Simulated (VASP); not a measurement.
A run of VASP 6.6.1 is set up as follows.

Contents of INCAR:

```
PREC     = Accurate       # precision mode
ENCUT    = 520            # plane-wave cutoff, eV
EDIFF    = 1E-8           # SCF threshold, eV
ISMEAR   = -1             # smearing method
SIGMA    = 0.08           # smearing width, eV
LREAL    = False          # projectors in reciprocal space
LASPH    = True           # aspherical terms in the spheres
NELM     = 60             # most SCF steps
ALGO     = Normal         # electronic algorithm
ISIF     = 2              # what is computed and relaxed
LWAVE    = False          # write WAVECAR
LCHARG   = False          # write CHGCAR
GGA      = CA             # functional
LEFG     = True         
NBANDS   = 31             # bands
```

Contents of KPOINTS:

```
regular mesh
0
Gamma
  8 8 8
```

Contents of POSCAR:

```
La3Tl
1.0
    5.0600000000      0.0506000000      0.0506000000
    0.0506000000      5.0600000000      0.0506000000
    0.0506000000      0.0506000000      5.0600000000
La Tl
3 1
Direct
    0.0000000000      0.5000000000      0.5000000000
    0.5000000000      0.0000000000      0.5000000000
    0.5000000000      0.5000000000      0.0000000000
    0.0000000000      0.0000000000      0.0000000000
```

Potentials or basis: VASP PAW LDA potentials, release 64 (La, Tl_d).

Command:

```console
$ cat potpaw_LDA.64/La/POTCAR potpaw_LDA.64/Tl_d/POTCAR > POTCAR
$ mpirun -np 1 vasp_std > vasp.out
```

(1) Predict the band gap on the k mesh.

(2) Estimate the pressure.

Results:

(1) zero (bands 23 and 24 overlap by 1.08 eV).

(2) -3.6 GPa.

Caveat: the cell differs from its parent crystal (equal xy, yz and zx shear strains of +2 %); the cell stands under tension; without QUAD_EFG the Cq values of the log hold for a quadrupole moment of 1 mb, not for the nuclei; spin-orbit coupling is left out, which moves the levels of the heavy elements.
